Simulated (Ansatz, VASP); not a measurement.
Two plane-wave programs on Li

INCAR

```
SYSTEM = Li
  ALGO = Normal
  EDIFF = 1E-7
  ENCUT = 520
  GGA = PE
  ISIF = 2
  ISMEAR = 0
  LASPH = .TRUE.
  LCHARG = .FALSE.
  LREAL = .FALSE.
  LWAVE = .FALSE.
  NBANDS = 22
  NELM = 60
  PREC = Accurate
  SIGMA = 0.2
```

Contents of KPOINTS:

```
k-points
0
G
  8 4 2
  0 0 0
```

The input POSCAR:

```
Li
1.0
    1.5269335075     -2.6447264147      0.0000000000
   -4.5808005223     -2.6447264147      0.0000000000
    0.0000000000      0.0000000000    -10.0126027158
Li
8
Direct
    0.5000000000      0.5000000000      0.5000000000
    0.0000000000      0.0000000000      0.5000000000
    0.0000000000      0.6666666667      0.7500000000
    0.5000000000      0.1666666667      0.7500000000
    0.5000000000      0.8333333333      0.2500000000
    0.0000000000      0.3333333333      0.2500000000
    0.5000000000      0.5000000000      0.0000000000
    0.0000000000      0.0000000000      0.0000000000
```

Input for Ansatz:

```yaml
crystal:
  lattice:
    - [1.5269335075, -2.6447264147, 0.0]
    - [-4.5808005223, -2.6447264147, 0.0]
    - [0.0, 0.0, -10.0126027158]
  atoms:
    - { symbol: Li, position: [0.5, 0.5, 0.5] }
    - { symbol: Li, position: [0.0, 0.0, 0.5] }
    - { symbol: Li, position: [0.0, 0.6666666667, 0.75] }
    - { symbol: Li, position: [0.5, 0.1666666667, 0.75] }
    - { symbol: Li, position: [0.5, 0.8333333333, 0.25] }
    - { symbol: Li, position: [0.0, 0.3333333333, 0.25] }
    - { symbol: Li, position: [0.5, 0.5, 0.0] }
    - { symbol: Li, position: [0.0, 0.0, 0.0] }
basis:
  ecutwfc: 420
kpoints:
  mp_grid: { grid: [8, 4, 2] }
hamiltonian:
  xc: pbe
scf:
  occupations: { method: gaussian, width: 0.2 }
  lower_state_search: "off"
output:
  forces: true
  stress: true
  eigenvalues: true
```

Alike in both runs: task single point; functional PBE; k mesh 8 × 4 × 2; occupations gaussian, width 0.2 eV; no spin polarisation.

|  | VASP | Ansatz |
| --- | --- | --- |
| version | VASP 6.6.1 | Ansatz 0.2.0 |
| potentials or method | VASP PAW PBE potentials, release 64 (Li_sv), cutoff 520 eV | scalar-relativistic, plane waves, PAW |
| valence electrons in the cell | 24 | 24 |

```tsv
	VASP	Ansatz	Ansatz less VASP
gap on the k mesh at the Fermi level (eV)	none	none	-
rms of the force components (eV/Å)	0.004	0.004	-0.0003
```

Atom by atom the forces differ by 0.000 eV/Å (rms over components). A gap of «none» marks a metal or a gap that the smearing closes.

Noted on VASP's run: the cutoff is under 1.25 times that of the potentials, so the pressure is a little rough.
